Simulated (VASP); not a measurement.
# BaTa3O2 (P6/mmm) in VASP: a series of runs

BaTa3O2 is run at these levels: PBE; tasks: single point.

Program: VASP 6.6.1. These are calculated values, not measurements. Logs are shortened: lines on timing, memory, paths and dates and some standing lists are left out, and cuts for length are marked.

## Step 1: The cell of the first run

It takes space group P6/mmm (No. 191, hexagonal). Conventional cell: a = 5.644 Å, b = 5.644 Å, c = 3.643 Å, α = 90.00°, β = 90.00°, γ = 120.00°. Within 4.3 Å of Ba (site symmetry 6/mmm) lie 6 O at 3.26 Å and 12 Ta at 3.36 Å and 2 Ba at 3.64 Å. Ta (site symmetry mmm) has 4 O at 2.44 Å and 4 Ta at 2.82 Å within 3.2 Å. O (site symmetry -6m2) has 6 Ta at 2.44 Å and 3 O at 3.26 Å and 3 Ba at 3.26 Å within 3.3 Å.

The cell was built from a structure type or drawn by symmetry, and may not be a known phase.

## Step 2: Single point, PBE

Input file INCAR:

```
PREC = Accurate ; ENCUT = 520
EDIFF = 1E-6 ; ISMEAR = 0
SIGMA = 0.1 ; LREAL = F
LASPH = T ; NELM = 100
ALGO = Normal ; ISIF = 2
LWAVE = F ; LCHARG = F
GGA = PE ; NBANDS = 36
```

Input file KPOINTS:

```
regular mesh
0
Gamma
  6 6 6
```

Input file POSCAR:

```
BaTa3O2
1.0
    5.6438431600      0.0000000000      0.0000000000
   -2.8219215800      4.8877115500      0.0000000000
    0.0000000000      0.0000000000      3.6428802100
Ba Ta O
1 3 2
Direct
    0.0000000000      0.0000000000      0.0000000000
    0.5000000000      0.0000000000      0.5000000000
    0.5000000000      0.5000000000      0.5000000000
    0.0000000000      0.5000000000      0.5000000000
    0.3333333300      0.6666666700      0.0000000000
    0.6666666700      0.3333333300      0.0000000000
```

Potentials or basis: VASP PAW PBE potentials, release 64 (Ba_sv, Ta_pv, O).

Run with:

```bash
cat potpaw_PBE.64/Ba_sv/POTCAR potpaw_PBE.64/Ta_pv/POTCAR potpaw_PBE.64/O/POTCAR > POTCAR
mpirun -np 1 vasp_std > vasp.out
```

OUTCAR:

```text
PREC = Accurate
   ENCUT = 520
   EDIFF = 1E-6
   ISMEAR = 0
   LREAL = F
   LASPH = T
   NELM = 100
   ISIF = 2
   GGA = PE

 ion  position               nearest neighbor table
   1  0.000  0.000  0.000-   5 3.26   6 3.26   5 3.26   6 3.26   6 3.26   5 3.26   3 3.36   4 3.36
                             4 3.36   3 3.36   4 3.36   4 3.36   3 3.36   3 3.36   2 3.36   2 3.36
   2  0.500  0.000  0.500-   5 2.44   6 2.44   5 2.44   6 2.44   3 2.82   4 2.82   3 2.82   4 2.82
                             1 3.36   1 3.36   1 3.36   1 3.36
   3  0.500  0.500  0.500-   5 2.44   6 2.44   5 2.44   6 2.44   2 2.82   2 2.82   4 2.82   4 2.82
                             1 3.36   1 3.36   1 3.36   1 3.36
   4  0.000  0.500  0.500-   5 2.44   6 2.44   5 2.44   6 2.44   2 2.82   2 2.82   3 2.82   3 2.82
                             1 3.36   1 3.36   1 3.36   1 3.36
   5  0.333  0.667  0.000-   2 2.44   2 2.44   4 2.44   4 2.44   3 2.44   3 2.44   1 3.26   1 3.26
                             1 3.26
   6  0.667  0.333  0.000-   2 2.44   2 2.44   4 2.44   4 2.44   3 2.44   3 2.44   1 3.26   1 3.26
                             1 3.26

  LATTYP: Found a hexagonal cell.
 ALAT       =     5.6438431600
 C/A-ratio  =     0.6454609221

  Lattice vectors:

 A1 = (   5.6438431600,   0.0000000000,   0.0000000000)
 A2 = (  -2.8219215800,   4.8877115500,   0.0000000000)
 A3 = (   0.0000000000,   0.0000000000,   3.6428802100)

Analysis of symmetry for initial positions (statically):
=====================================================================
 Subroutine PRICEL returns:
 Original cell was already a primitive cell.

 Routine SETGRP: Setting up the symmetry group for a
 hexagonal supercell.

 Subroutine GETGRP returns: Found 24 space group operations
 (whereof 24 operations were pure point group operations)
 out of a pool of 24 trial point group operations.

The static configuration has the point symmetry D_6h.

Analysis of symmetry for dynamics (positions and initial velocities):
=====================================================================
 Subroutine PRICEL returns:
 Original cell was already a primitive cell.

 Routine SETGRP: Setting up the symmetry group for a
 hexagonal supercell.

 Subroutine GETGRP returns: Found 24 space group operations
 (whereof 24 operations were pure point group operations)
 out of a pool of 24 trial point group operations.

The dynamic configuration has the point symmetry D_6h.

 Subroutine INISYM returns: Found 24 space group operations
 (whereof 24 operations are pure point group operations),
 and found     1 'primitive' translations

----------------------------------------------------------------------------------------

                                     Primitive cell

  volume of cell :     100.4906

  direct lattice vectors                    reciprocal lattice vectors
     5.643843160  0.000000000  0.000000000     0.177184229  0.102297362  0.000000000
    -2.821921580  4.887711550  0.000000000     0.000000000  0.204594725  0.000000000
     0.000000000  0.000000000  3.642880210     0.000000000  0.000000000  0.274508066

  length of vectors
     5.643843160  5.643843159  3.642880210     0.204594725  0.204594725  0.274508066

  position of ions in fractional coordinates (direct lattice)
     0.000000000  0.000000000  0.000000000
     0.500000000  0.000000000  0.500000000
     0.500000000  0.500000000  0.500000000
     0.000000000  0.500000000  0.500000000
     0.333333330  0.666666670  0.000000000
     0.666666670  0.333333330  0.000000000

  ion indices of the primitive-cell ions
   primitive index   ion index
                 1           1
                 2           2
                 3           3
                 4           4
                 5           5
                 6           6

----------------------------------------------------------------------------------------

 KPOINTS: regular mesh

Automatic generation of k-mesh.
 Grid dimensions read from file:
 generate k-points for:    6    6    6

 Generating k-lattice:

  Cartesian coordinates                     Fractional coordinates (reciprocal lattice)
     0.029530705  0.017049560  0.000000000     0.166666667  0.000000000  0.000000000
     0.000000000  0.034099121  0.000000000     0.000000000  0.166666667  0.000000000
     0.000000000  0.000000000  0.045751344     0.000000000  0.000000000  0.166666667

  Length of vectors
     0.034099121  0.034099121  0.045751344

  Shift w.r.t. Gamma in fractional coordinates (k-lattice)
     0.000000000  0.000000000  0.000000000

 Subroutine IBZKPT returns following result:
 ===========================================

 Found     28 irreducible k-points:

 Following reciprocal coordinates:
            Coordinates               Weight
  0.000000  0.000000  0.000000      1.000000
  0.166667  0.000000  0.000000      6.000000
  0.333333  0.000000  0.000000      6.000000
  0.500000  0.000000  0.000000      3.000000
  0.166667  0.166667  0.000000      6.000000
  0.333333  0.166667  0.000000     12.000000
[... 16 lines left out ...]
  0.166667  0.000000  0.500000      6.000000
  0.333333  0.000000  0.500000      6.000000
 [... further k-points ...]
   k-points           NKPTS =     28   k-points in BZ     NKDIM =     28   number of bands    NBANDS=     36
   number of dos      NEDOS =    301   number of ions     NIONS =      6
   total plane-waves  NPLWV =  49392
   dimension x,y,z NGX =    42 NGY =   42 NGZ =   28
   dimension x,y,z NGXF=    84 NGYF=   84 NGZF=   56
   ions per type =               1   3   2
   NGX,Y,Z   is equivalent  to a cutoff of  12.37, 12.37, 12.78 a.u.
   NGXF,Y,Z  is equivalent  to a cutoff of  24.74, 24.74, 25.56 a.u.
 SYSTEM =  unknown system
   PREC   = accura    normal or accurate (medium, high low for compatibility)
   ISTART =      0    job   : 0-new  1-cont  2-samecut
   ICHARG =      2    charge: 1-file 2-atom 10-const
   ISPIN  =      1    spin polarized calculation?
   LNONCOLLINEAR =      F non collinear calculations
   LSORBIT =      F    spin-orbit coupling
   LASPH  =      T    aspherical Exc in radial PAW
   ENCUT  =  520.0 eV  38.22 Ry    6.18 a.u.  10.49 10.49  6.77*2*pi/ulx,y,z
   NELM   =    100;   NELMIN=  2; NELMDL= -5     # of ELM steps
   EDIFF  = 0.1E-05   stopping-criterion for ELM
   LREAL  =      F    real-space projection
   EDIFFG = 0.1E-04   stopping-criterion for IOM
   NSW    =      0    number of steps for IOM
   IBRION =     -1    ionic relax: 0-MD 1-quasi-New 2-CG
   NFREE  =      0    steps in history (QN), initial steepest desc. (CG)
   ISIF   =      2    stress and relaxation
   ISYM   =      2    0-nonsym 1-usesym 2-fastsym
   POTIM  = 0.5000    time-step for ionic-motion
   TEBEG  =    0.0;   TEEND  =   0.0 temperature during run
   PSTRESS=    0.0 pullay stress
   NELECT =      55.0000    total number of electrons
   NUPDOWN=      -1.0000    fix difference up-down
   EMIN   =  10.00;   EMAX   =-10.00  energy-range for DOS
   EFERMI =   0.00;   METHOD = LEGACY
   ISMEAR =     0;   SIGMA  =   0.10  broadening in eV -4-tet -1-fermi 0-gaus
   EFERMI_NEDOS =   21; number of points for ismear=-14 and -15
   IALGO  =     38    algorithm
   IMIX   =      4    mixing-type and parameters
     AMIX     =   0.40;   BMIX     =  1.00
     AMIX_MAG =   1.60;   BMIX_MAG =  1.00
  volume/ion in A,a.u.               =      16.75       113.02
  Fermi-wavevector in a.u.,A,eV,Ry     =   1.339123  2.530576 24.398667  1.793251
  Thomas-Fermi vector in A             =   2.467540
   LORBIT       =      0    0 simple, 1 ext, 2 COOP (PROOUT), +10 PAW based schemes
   GGA     = PE    functional components
   LHFCALC =     F    Hartree Fock is set to
   AEXX    =    0.0000 exact exchange contribution
   IVDW    =     0    specifies the selected vdW correction
   LEPSILON=     F    determine dielectric tensor
   LRPA    =     F    only Hartree local field effects (RPA)
 non-spin polarized calculation
 Gauss-broadening in eV      SIGMA  =   0.10
  energy-cutoff  :      520.00
  volume of cell :      100.49
 maximum number of plane-waves:      2737
 NGX is ok and might be reduce to    42
   NGX = 21   NGY = 21   NGZ = 13

 number of electron      55.0000020 magnetization

 Free energy of the ion-electron system (eV)
  ---------------------------------------------------
  ext. energy  EPLUGINS =         0.00000000
  ---------------------------------------------------
  free energy    TOTEN  =       -47.55662946 eV

  energy without entropy =      -47.52245707  energy(sigma->0) =      -47.53954326

 E-fermi :   5.8882     XC(G=0): -11.6696

 val. band max:        5.8802882898   @ k =   0.3333   0.3333   0.1667
 cond. band min:       5.8899945087   @ k =   0.5000   0.0000   0.5000
 fundamental gap:      0.0097062189
 Fermi energy:         5.8881945355

 k-point     1 :       0.0000    0.0000    0.0000
  band No.  band energies     occupation
      1     -29.7264      2.00000
      2     -29.3335      2.00000
      3     -29.1754      2.00000
      4     -29.1754      2.00000
      5     -29.1193      2.00000
      6     -29.1193      2.00000
[... 28 lines left out ...]
     35       9.1397      0.00000
     36       9.6474      0.00000

 k-point     2 :       0.1667    0.0000    0.0000
  band No.  band energies     occupation
      1     -29.6683      2.00000
      2     -29.3243      2.00000
      3     -29.1849      2.00000
      4     -29.1754      2.00000
      5     -29.1149      2.00000
      6     -29.0781      2.00000
[... 28 lines left out ...]
     35       8.8840      0.00000
     36       9.2598      0.00000

 k-point     3 :       0.3333    0.0000    0.0000
  band No.  band energies     occupation
      1     -29.5282      2.00000
      2     -29.3004      2.00000
      3     -29.2093      2.00000
      4     -29.1755      2.00000
      5     -29.0905      2.00000
      6     -28.9646      2.00000
[... 28 lines left out ...]
     35       8.8106      0.00000
     36       8.8557      0.00000

 k-point     4 :       0.5000    0.0000    0.0000
  band No.  band energies     occupation
      1     -29.4390      2.00000
      2     -29.2812      2.00000
      3     -29.2287      2.00000
      4     -29.1756      2.00000
      5     -29.0326      2.00000
      6     -28.8858      2.00000
[... 28 lines left out ...]
     35       8.6346      0.00000
     36       8.7160      0.00000

 k-point     5 :       0.1667    0.1667    0.0000
  band No.  band energies     occupation
      1     -29.5648      2.00000
      2     -29.3074      2.00000
      3     -29.2021      2.00000
      4     -29.1755      2.00000
      5     -29.1124      2.00000
      6     -28.9932      2.00000
[... 655 lines left out ...]
 k-point    22 :       0.0000    0.0000    0.5000
  band No.  band energies     occupation
      1     -29.6950      2.00000
      2     -29.4487      2.00000
      3     -29.2479      2.00000
      4     -29.2479      2.00000
      5     -29.1082      2.00000
      6     -29.1082      2.00000
[... 28 lines left out ...]
     35       8.5570      0.00000
     36       8.5570      0.00000

 k-point    23 :       0.1667    0.0000    0.5000
  band No.  band energies     occupation
      1     -29.6380      2.00000
      2     -29.4368      2.00000
      3     -29.2599      2.00000
      4     -29.2480      2.00000
      5     -29.1030      2.00000
      6     -29.0674      2.00000
[... 28 lines left out ...]
     35       8.5943      0.00000
     36       8.8143      0.00000

 k-point    24 :       0.3333    0.0000    0.5000
  band No.  band energies     occupation
      1     -29.5010      2.00000
      2     -29.4061      2.00000
      3     -29.2909      2.00000
      4     -29.2481      2.00000
      5     -29.0761      2.00000
      6     -28.9549      2.00000
[... 28 lines left out ...]
     35       8.8920      0.00000
     36       9.2217      0.00000

 [... further k-points ...]

------------------------ aborting loop because EDIFF is reached ----------------------------------------

  FORCE on cell =-STRESS in cart. coord.  units (eV):
  Direction    XX          YY          ZZ          XY          YZ          ZX
  --------------------------------------------------------------------------------------
  -------------------------------------------------------------------------------------
  Total       -1.5881517     -1.5881517     -0.5716008      0.0000000      0.0000000      0.0000000
  in kB      -25.3207859    -25.3207859     -9.1133488      0.0000000      0.0000000      0.0000000
  external PRESSURE =     -19.9183069 kB  Pullay stress =       0.0000000 kB

 VOLUME and BASIS-vectors are now :
 -----------------------------------------------------------------------------
  energy-cutoff  :      520.00
  volume of cell :      100.49
      direct lattice vectors                 reciprocal lattice vectors
     5.643843160  0.000000000  0.000000000     0.177184229  0.102297362  0.000000000
    -2.821921580  4.887711550  0.000000000     0.000000000  0.204594725  0.000000000
     0.000000000  0.000000000  3.642880210     0.000000000  0.000000000  0.274508066

 POSITION                                       TOTAL-FORCE (eV/Angst)
 -----------------------------------------------------------------------------------
      0.00000      0.00000      0.00000         0.000000      0.000000      0.000000
      2.82192      0.00000      1.82144         0.000000      0.000000      0.000000
      1.41096      2.44386      1.82144        -0.000000      0.000000      0.000000
     -1.41096      2.44386      1.82144        -0.000000      0.000000      0.000000
     -0.00000      3.25847      0.00000        -0.000000      0.000000     -0.000000
      2.82192      1.62924      0.00000         0.000000     -0.000000      0.000000
 -----------------------------------------------------------------------------------
    total drift:                                0.000000     -0.000000      0.000000

  FREE ENERGIE OF THE ION-ELECTRON SYSTEM (eV)
  ---------------------------------------------------
  free  energy   TOTEN  =       -47.5566294595 eV

  energy  without entropy=      -47.5224570685  energy(sigma->0) =      -47.53954326
```

Run time: 77 s. Hardware: 1 thread of Intel Xeon Platinum 8375C at 2.90GHz (Ice Lake), shared host; peak memory 0.26 GiB.

What came out:

```
Free energy            : -47.5566 eV
Pressure               : -2.0 GPa
Band gap on the k mesh : zero (an odd number of electrons rules out a gap without spin polarisation)
```

Caveat: spin-orbit coupling is left out, which moves the levels of the heavy elements; an odd number of electrons without spin polarisation forces a metal; a magnetic or distorted state may lie lower.

(Part 1 of 2 ends here.)
